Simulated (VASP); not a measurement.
# AlNi (Pm) in VASP: single point with PBEsol

Aim: the single point of AlNi with PBEsol.

All numbers are computed with VASP 6.6.1; they aren't measurements. Logs are shortened: lines on timing, memory, paths and dates and some standing lists are left out, and cuts for length are marked.

## 1. The cell of the first run

The structure is monoclinic, space group Pm (No. 6). Conventional cell: a = 2.858 Å, b = 2.858 Å, c = 2.869 Å, α = 90.00°, β = 90.00°, γ = 90.00°. Al (site symmetry m) has 8 Ni at 2.37 to 2.59 Å and 6 Al at 2.86 to 2.87 Å within 3.1 Å. Within 3.1 Å of Ni (site symmetry m) lie 8 Al at 2.37 to 2.59 Å and 6 Ni at 2.86 to 2.87 Å.

## 2. Single point, PBEsol (atoms displaced along a vibrational mode)

INCAR reads:

```
  PREC = Accurate
  ENCUT = 520
  EDIFF = 1E-7
  ISMEAR = 0
  SIGMA = 0.15
  LREAL = F
  LASPH = T
  NELM = 100
  ALGO = Fast
  ISIF = 2
  LWAVE = F
  LCHARG = F
  GGA = PS
  NBANDS = 14
```

KPOINTS reads:

```
regular mesh
0
Gamma
  16 16 16
```

POSCAR reads:

```
AlNi
1.0
    2.0211996418     -2.0211459310      0.0000000000
    2.0211996418      2.0211459310      0.0000000000
    0.0000000000      0.0000000000      2.8688666946
Al Ni
1 1
Direct
   -0.0199414354      0.0000000000     -0.0264912971
    0.5091671398      0.5000000000      0.5121781316
```

Potentials or basis: VASP PAW PBE potentials, release 64 (Al, Ni).

On the command line:

```
cat potpaw_PBE.64/Al/POTCAR potpaw_PBE.64/Ni/POTCAR > POTCAR
mpirun -np 1 vasp_std > vasp.out
```

OUTCAR:

```text
PREC = Accurate
   ENCUT = 520
   EDIFF = 1E-7
   ISMEAR = 0
   LREAL = F
   LASPH = T
   NELM = 100
   ISIF = 2
   GGA = PS

 ion  position               nearest neighbor table
   1  0.980  0.000  0.974-   2 2.37   2 2.37   2 2.47   2 2.47   2 2.50   2 2.50   2 2.59   2 2.59

   2  0.509  0.500  0.512-   1 2.37   1 2.37   1 2.47   1 2.47   1 2.50   1 2.50   1 2.59   1 2.59

  LATTYP: Found a base centered orthorhombic cell.
 ALAT       =     4.0422918620
 B/A-ratio  =     1.0000265744
 C/A-ratio  =     0.7097129036

  Lattice vectors:

 A1 = (  -2.0211996418,  -2.0211459310,   0.0000000000)
 A2 = (   2.0211996418,  -2.0211459310,   0.0000000000)
 A3 = (   0.0000000000,   0.0000000000,   2.8688666946)

Analysis of symmetry for initial positions (statically):
=====================================================================
 Subroutine PRICEL returns:
 Original cell was already a primitive cell.

 Routine SETGRP: Setting up the symmetry group for a
 base centered orthorhombic supercell.

 Subroutine GETGRP returns: Found  1 space group operations
 (whereof  1 operations were pure point group operations)
 out of a pool of  8 trial point group operations.

The static configuration has the point symmetry C_1 .

Analysis of symmetry for dynamics (positions and initial velocities):
=====================================================================
 Subroutine PRICEL returns:
 Original cell was already a primitive cell.

 Routine SETGRP: Setting up the symmetry group for a
 base centered orthorhombic supercell.

 Subroutine GETGRP returns: Found  1 space group operations
 (whereof  1 operations were pure point group operations)
 out of a pool of  8 trial point group operations.

The dynamic configuration has the point symmetry C_1 .

 Subroutine INISYM returns: Found  1 space group operations
 (whereof  1 operations are pure point group operations),
 and found     1 'primitive' translations

----------------------------------------------------------------------------------------

                                     Primitive cell

  volume of cell :      23.4394

  direct lattice vectors                    reciprocal lattice vectors
     2.021199642 -2.021145931  0.000000000     0.247377839 -0.247384413  0.000000000
     2.021199642  2.021145931  0.000000000     0.247377839  0.247384413  0.000000000
     0.000000000  0.000000000  2.868866695     0.000000000  0.000000000  0.348569699

  length of vectors
     2.858369967  2.858369967  2.868866695     0.349849744  0.349849744  0.348569699

  position of ions in fractional coordinates (direct lattice)
     0.980058565  0.000000000  0.973508703
     0.509167140  0.500000000  0.512178132

  ion indices of the primitive-cell ions
   primitive index   ion index
                 1           1
                 2           2

----------------------------------------------------------------------------------------

 KPOINTS: regular mesh

Automatic generation of k-mesh.
 Grid dimensions read from file:
 generate k-points for:   16   16   16

 Generating k-lattice:

  Cartesian coordinates                     Fractional coordinates (reciprocal lattice)
     0.015461115 -0.015461526  0.000000000     0.062500000  0.000000000  0.000000000
     0.015461115  0.015461526  0.000000000     0.000000000  0.062500000  0.000000000
     0.000000000  0.000000000  0.021785606     0.000000000  0.000000000  0.062500000

  Length of vectors
     0.021865609  0.021865609  0.021785606

  Shift w.r.t. Gamma in fractional coordinates (k-lattice)
     0.000000000  0.000000000  0.000000000

 Subroutine IBZKPT returns following result:
 ===========================================

 Found   2052 irreducible k-points:

 Following reciprocal coordinates:
            Coordinates               Weight
  0.000000  0.000000  0.000000      1.000000
  0.062500  0.000000  0.000000      2.000000
 -0.000000 -0.062500  0.000000      2.000000
  0.125000  0.000000  0.000000      2.000000
 -0.000000 -0.125000  0.000000      2.000000
  0.187500 -0.000000  0.000000      2.000000
[... 16 lines left out ...]
  0.250000  0.062500  0.000000      2.000000
 -0.062500 -0.250000  0.000000      2.000000
 [... further k-points ...]
   k-points           NKPTS =   2052   k-points in BZ     NKDIM =   2052   number of bands    NBANDS=     14
   number of dos      NEDOS =    301   number of ions     NIONS =      2
   total plane-waves  NPLWV =  13824
   dimension x,y,z NGX =    24 NGY =   24 NGZ =   24
   dimension x,y,z NGXF=    48 NGYF=   48 NGZF=   48
   ions per type =               1   1
   NGX,Y,Z   is equivalent  to a cutoff of  13.96, 13.96, 13.91 a.u.
   NGXF,Y,Z  is equivalent  to a cutoff of  27.92, 27.92, 27.82 a.u.
 SYSTEM =  unknown system
   PREC   = accura    normal or accurate (medium, high low for compatibility)
   ISTART =      0    job   : 0-new  1-cont  2-samecut
   ICHARG =      2    charge: 1-file 2-atom 10-const
   ISPIN  =      1    spin polarized calculation?
   LNONCOLLINEAR =      F non collinear calculations
   LSORBIT =      F    spin-orbit coupling
   LASPH  =      T    aspherical Exc in radial PAW
   ENCUT  =  520.0 eV  38.22 Ry    6.18 a.u.   5.31  5.31  5.33*2*pi/ulx,y,z
   NELM   =    100;   NELMIN=  2; NELMDL= -5     # of ELM steps
   EDIFF  = 0.1E-06   stopping-criterion for ELM
   LREAL  =      F    real-space projection
   EDIFFG = 0.1E-05   stopping-criterion for IOM
   NSW    =      0    number of steps for IOM
   IBRION =     -1    ionic relax: 0-MD 1-quasi-New 2-CG
   NFREE  =      0    steps in history (QN), initial steepest desc. (CG)
   ISIF   =      2    stress and relaxation
   ISYM   =      2    0-nonsym 1-usesym 2-fastsym
   POTIM  = 0.5000    time-step for ionic-motion
   TEBEG  =    0.0;   TEEND  =   0.0 temperature during run
   PSTRESS=    0.0 pullay stress
   NELECT =      13.0000    total number of electrons
   NUPDOWN=      -1.0000    fix difference up-down
   EMIN   =  10.00;   EMAX   =-10.00  energy-range for DOS
   EFERMI =   0.00;   METHOD = LEGACY
   ISMEAR =     0;   SIGMA  =   0.15  broadening in eV -4-tet -1-fermi 0-gaus
   EFERMI_NEDOS =   21; number of points for ismear=-14 and -15
   IALGO  =     68    algorithm
   IMIX   =      4    mixing-type and parameters
     AMIX     =   0.40;   BMIX     =  1.00
     AMIX_MAG =   1.60;   BMIX_MAG =  1.00
  volume/ion in A,a.u.               =      11.72        79.09
  Fermi-wavevector in a.u.,A,eV,Ry     =   1.345055  2.541786 24.615310  1.809174
  Thomas-Fermi vector in A             =   2.472999
   LORBIT       =      0    0 simple, 1 ext, 2 COOP (PROOUT), +10 PAW based schemes
   GGA     = PS    functional components
   LHFCALC =     F    Hartree Fock is set to
   AEXX    =    0.0000 exact exchange contribution
   IVDW    =     0    specifies the selected vdW correction
   LEPSILON=     F    determine dielectric tensor
   LRPA    =     F    only Hartree local field effects (RPA)
 non-spin polarized calculation
 RMM-DIIS sequential band-by-band and
 Gauss-broadening in eV      SIGMA  =   0.15
  energy-cutoff  :      520.00
  volume of cell :       23.44
 maximum number of plane-waves:       653
 NGX is ok and might be reduce to    24
   NGX = 11   NGY = 11   NGZ = 11

 number of electron      12.9999997 magnetization

 Free energy of the ion-electron system (eV)
  ---------------------------------------------------
  ext. energy  EPLUGINS =         0.00000000
  ---------------------------------------------------
  free energy    TOTEN  =       -11.53011178 eV

  energy without entropy =      -11.52165689  energy(sigma->0) =      -11.52588434

 E-fermi :  10.1584     XC(G=0): -12.2583

 val. band max:       10.1569059062   @ k =  -0.3125  -0.1250   0.3750
 cond. band min:      10.1585635690   @ k =  -0.2500   0.4375  -0.4375
 fundamental gap:      0.0016576628
 Fermi energy:        10.1584127123

 k-point     1 :       0.0000    0.0000    0.0000
  band No.  band energies     occupation
      1      -1.1133      2.00000
      2       6.8026      2.00000
      3       6.8117      2.00000
      4       8.5459      2.00000
      5       8.5647      2.00000
      6       8.5744      2.00000
      7      15.6629      0.00000
      8      15.7938      0.00000
      9      15.8008      0.00000
     10      18.3878      0.00000
     11      18.4152      0.00000
     12      24.1154      0.00000
     13      31.0961      0.00000
     14      31.1167      0.00000

 k-point     2 :       0.0625    0.0000    0.0000
  band No.  band energies     occupation
      1      -1.0401      2.00000
      2       6.8035      2.00000
      3       6.8243      2.00000
      4       8.5244      2.00000
      5       8.5321      2.00000
      6       8.5670      2.00000
      7      14.9746      0.00000
      8      15.7849      0.00000
      9      15.8903      0.00000
     10      18.3958      0.00000
     11      19.1351      0.00000
     12      24.3680      0.00000
     13      30.2995      0.00000
     14      30.4368      0.00000

 k-point     3 :      -0.0000   -0.0625    0.0000
  band No.  band energies     occupation
      1      -1.0401      2.00000
      2       6.7989      2.00000
      3       6.8291      2.00000
      4       8.5130      2.00000
      5       8.5414      2.00000
      6       8.5689      2.00000
      7      14.9666      0.00000
      8      15.7732      0.00000
      9      15.9142      0.00000
     10      18.4002      0.00000
     11      19.1239      0.00000
     12      24.3706      0.00000
     13      30.3055      0.00000
     14      30.4717      0.00000
[... 324 lines left out ...]
 k-point    23 :       0.2500    0.0625    0.0000
  band No.  band energies     occupation
      1       0.1108      2.00000
      2       6.4655      2.00000
      3       7.0448      2.00000
      4       8.1294      2.00000
      5       8.1776      2.00000
      6       8.5740      2.00000
      7      11.0918      0.00000
      8      16.2476      0.00000
      9      17.2305      0.00000
     10      19.0534      0.00000
     11      22.3766      0.00000
     12      25.0963      0.00000
     13      25.8765      0.00000
     14      28.2676      0.00000

 k-point    24 :      -0.0625   -0.2500    0.0000
  band No.  band energies     occupation
      1       0.1117      2.00000
      2       6.4624      2.00000
      3       7.0507      2.00000
      4       8.1285      2.00000
      5       8.1705      2.00000
      6       8.5808      2.00000
      7      11.0851      0.00000
      8      16.2546      0.00000
      9      17.2345      0.00000
     10      19.0604      0.00000
     11      22.3391      0.00000
     12      25.1083      0.00000
     13      25.8853      0.00000
     14      28.3856      0.00000

 [... further k-points ...]

------------------------ aborting loop because EDIFF is reached ----------------------------------------

  FORCE on cell =-STRESS in cart. coord.  units (eV):
  Direction    XX          YY          ZZ          XY          YZ          ZX
  --------------------------------------------------------------------------------------
  -------------------------------------------------------------------------------------
  Total        0.2493686      0.2503718      0.1296522      0.0295050     -0.1468115      0.1467896
  in kB       17.0453163     17.1138905      8.8622341      2.0167819    -10.0351382     10.0336442
  external PRESSURE =      14.3404803 kB  Pullay stress =       0.0000000 kB

 VOLUME and BASIS-vectors are now :
 -----------------------------------------------------------------------------
  energy-cutoff  :      520.00
  volume of cell :       23.44
      direct lattice vectors                 reciprocal lattice vectors
     2.021199642 -2.021145931  0.000000000     0.247377839 -0.247384413  0.000000000
     2.021199642  2.021145931  0.000000000     0.247377839  0.247384413  0.000000000
     0.000000000  0.000000000  2.868866695     0.000000000  0.000000000  0.348569699

 POSITION                                       TOTAL-FORCE (eV/Angst)
 -----------------------------------------------------------------------------------
      1.98089     -1.98084      2.79287         0.383267     -0.383350      0.711421
      2.03973     -0.01853      1.46937        -0.383267      0.383350     -0.711421
 -----------------------------------------------------------------------------------
    total drift:                                0.000055     -0.000055      0.000311

  FREE ENERGIE OF THE ION-ELECTRON SYSTEM (eV)
  ---------------------------------------------------
  free  energy   TOTEN  =       -11.5301117810 eV

  energy  without entropy=      -11.5216568920  energy(sigma->0) =      -11.52588434
```

Wall time 11 min (1 thread of Intel Xeon 8259CL, shared host); peak memory 0.75 GiB.

Results:

* Free energy: -11.5301 eV
* Pressure: 1.4 GPa
* Largest force: 0.894 eV/Å
* Band gap on the k mesh: zero (an odd number of electrons rules out a gap without spin polarisation)

Forces on the atoms (eV/Å):
```
Al   0.383 -0.383  0.711
Ni  -0.383  0.383 -0.711
```

Levels at points of the mesh, in eV from the Fermi level:
| k point | band 4 | band 5 | band 6 | band 7 | band 8 | band 9 | band 10 | band 11 |
| --- | --- | --- | --- | --- | --- | --- | --- | --- |
| (0.00, 0.00, 0.00) | -1.61 | -1.59 | -1.58 | 5.50 | 5.64 | 5.64 | 8.23 | 8.26 |
| (0.50, 0.00, 0.00) | -2.32 | -2.32 | -1.51 | -0.66 | 8.36 | 10.04 | 10.12 | 10.99 |
| (0.00, 0.50, 0.00) | -2.33 | -2.32 | -1.50 | -0.66 | 8.35 | 10.08 | 10.18 | 10.96 |
| (0.50, 0.50, 0.00) | -2.91 | -2.12 | -2.11 | -1.05 | 1.51 | 2.60 | 12.52 | 14.76 |
| (0.00, 0.00, 0.50) | -2.31 | -2.30 | -1.51 | -0.68 | 8.37 | 10.07 | 10.10 | 11.12 |
| (0.50, 0.00, 0.50) | -2.84 | -2.16 | -2.13 | -1.05 | 1.49 | 2.57 | 12.57 | 15.22 |
| (0.00, 0.50, 0.50) | -2.89 | -2.13 | -2.11 | -1.05 | 1.48 | 2.57 | 12.59 | 14.95 |
| (0.50, 0.50, 0.50) | -1.02 | -1.02 | 1.91 | 1.94 | 1.97 | 3.71 | 4.57 | 4.60 |

Caveat: the cell differs from its parent crystal (atoms displaced along a vibrational mode); the PAW data sets were made with another functional, which shifts forces and pressure a little. Spin polarisation is off, so any magnetic state and its effect on volume and gap are missing.
